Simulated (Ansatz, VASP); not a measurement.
CdS: VASP beside Ansatz

File POSCAR:

```
CdS
1.0
    3.3869086123      0.0000000000      0.0000000000
    0.0000000000      3.3869086123      0.0000000000
    0.0000000000      0.0000000000      3.3869086123
Cd S
1 1
Direct
    0.0000000000      0.0000000000      0.0000000000
    0.5000000000      0.5000000000      0.5000000000
```

Contents of INCAR.step1:

```
PREC     = Accurate       # precision mode
ENCUT    = 520            # plane-wave cutoff, eV
EDIFF    = 1E-5           # SCF threshold, eV
ISMEAR   = -1             # smearing method
SIGMA    = 0.02           # smearing width, eV
LREAL    = False          # projectors in reciprocal space
LASPH    = True           # aspherical terms in the spheres
NELM     = 100            # most SCF steps
ALGO     = Normal         # electronic algorithm
ISIF     = 2              # what is computed and relaxed
LWAVE    = True           # write WAVECAR
LCHARG   = False          # write CHGCAR
GGA      = PE             # functional
NBANDS   = 16             # bands
```

INCAR.step2

```
PREC     = Accurate       # precision mode
ENCUT    = 520            # plane-wave cutoff, eV
EDIFF    = 1E-6           # SCF threshold, eV
ISMEAR   = -1             # smearing method
SIGMA    = 0.02           # smearing width, eV
LREAL    = False          # projectors in reciprocal space
LASPH    = True           # aspherical terms in the spheres
NELM     = 100            # most SCF steps
ALGO     = Normal         # electronic algorithm
ISIF     = 2              # what is computed and relaxed
LWAVE    = False          # write WAVECAR
LCHARG   = False          # write CHGCAR
GGA      = PE             # functional
LHFCALC  = True           # exact exchange
AEXX     = 0.5            # exact-exchange fraction
HFSCREEN = 0.5            # screening, 1/A
PRECFOCK = Normal       
ISTART   = 1            
NBANDS   = 16             # bands
```

KPOINTS

```
regular mesh
0
Gamma
  4 4 4
```

Input for Ansatz:

```yaml
crystal:
  lattice:
    - [3.3869086123, 0.0, 0.0]
    - [0.0, 3.3869086123, 0.0]
    - [0.0, 0.0, 3.3869086123]
  atoms:
    - { symbol: Cd, position: [0.0, 0.0, 0.0] }
    - { symbol: S, position: [0.5, 0.5, 0.5] }
kpoints:
  mp_grid: { grid: [4, 4, 4] }
hamiltonian:
  xc: { exchange: pbe, correlation: pbe, exx: { coeff: 0.5, omega: 0.5 } }
scf:
  occupations: { method: fermi_dirac, width: 0.02 }
  n_extra_bands: 4
output:
  forces: true
  stress: true
  eigenvalues: true
```

Alike in both runs: task single point; functional PBE-based screened hybrid with a share of 0.5 of exact exchange and HFSCREEN = 0.5; k mesh 4 × 4 × 4; occupations fermi-dirac, width 0.02 eV; no spin polarisation.

```csv
,VASP,Ansatz
version,VASP 6.6.1,Ansatz 0.2.0
potentials or method,"VASP PAW PBE potentials, release 64 (Cd, S)",plane waves
plane-wave cutoff (eV),520,420
valence electrons in the cell,18,26
```

|  | VASP | Ansatz | Ansatz less VASP |
| --- | --- | --- | --- |
| pressure (GPa) | 0.7 | 0.4 | -0.34 |

VASP's potentials were made for PBE, not for PBE-based screened hybrid. VASP's potentials hold 18 valence electrons a cell and Ansatz's 26, so a difference there can come from the potentials and not from the codes. Ansatz's warnings: filled band counts differ across k points, stress exchange threshold loose, stress scf threshold loose.

The k mesh is coarse, so the values compare programs but aren't converged.
